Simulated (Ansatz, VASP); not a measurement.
## Two plane-wave programs on AlH4

The input INCAR:

```
  PREC = Accurate
  ENCUT = 520
  EDIFF = 1E-7
  ISMEAR = 0
  SIGMA = 0.1
  LREAL = F
  LASPH = T
  NELM = 100
  ALGO = Normal
  ISIF = 2
  LWAVE = F
  LCHARG = F
  GGA = PE
  NBANDS = 12
```

Contents of KPOINTS:

```
regular mesh
0
Gamma
  6 6 4
```

Contents of POSCAR:

```
AlH4
1.0
    3.1069801200      0.0000000000      0.0000000000
   -1.5534900600      2.6907237100      0.0000000000
    0.0000000000      0.0000000000      6.7900305000
Al H
1 4
Direct
    0.3333333300      0.6666666700      0.0000000000
    0.6666666700      0.3333333300      0.5000000000
    0.6666666700      0.3333333300      0.2184312800
    0.6666666700      0.3333333300      0.7815687200
    0.6666666700      0.3333333300      0.0000000000
```

Input for Ansatz:

```yaml
crystal:
  lattice:
    - [3.10698012, 0.0, 0.0]
    - [-1.55349006, 2.69072371, 0.0]
    - [0.0, 0.0, 6.7900305]
  atoms:
    - { symbol: Al, position: [0.33333333, 0.66666667, 0.0] }
    - { symbol: H, position: [0.66666667, 0.33333333, 0.5] }
    - { symbol: H, position: [0.66666667, 0.33333333, 0.21843128] }
    - { symbol: H, position: [0.66666667, 0.33333333, 0.78156872] }
    - { symbol: H, position: [0.66666667, 0.33333333, 0.0] }
basis:
  ecutwfc: 420
kpoints:
  mp_grid: { grid: [6, 6, 4] }
hamiltonian:
  xc: pbe
scf:
  occupations: { method: gaussian, width: 0.1 }
  lower_state_search: "off"
output:
  forces: true
  stress: true
  eigenvalues: true
```

Alike in both runs: task single point; functional PBE; k mesh 6 × 6 × 4; occupations gaussian, width 0.1 eV; no spin polarisation.

|  | VASP | Ansatz |
| --- | --- | --- |
| version | VASP 6.6.1 | Ansatz 0.2.0 |
| potentials or method | VASP PAW PBE potentials, release 64 (Al, H), cutoff 520 eV | scalar-relativistic, plane waves, PAW |
| valence electrons in the cell | 7 | 7 |

Ansatz gave:

- gap on the k mesh at the Fermi level (eV): none
- pressure (GPa): -5.9
- traceless stress, the component that is largest in VASP (GPa): -11.40
- rms of the force components (eV/Å): 0.230

Problem. Which values does VASP return?

Solution. gap on the k mesh at the Fermi level (eV): none; pressure (GPa): -6.0; traceless stress, the component that is largest in VASP (GPa): -11.41; rms of the force components (eV/Å): 0.229.

Atom by atom the forces differ by 0.001 eV/Å (rms over components). A gap of «none» marks a metal or a gap that the smearing closes.

The k mesh is coarse, so the values compare programs but aren't converged.
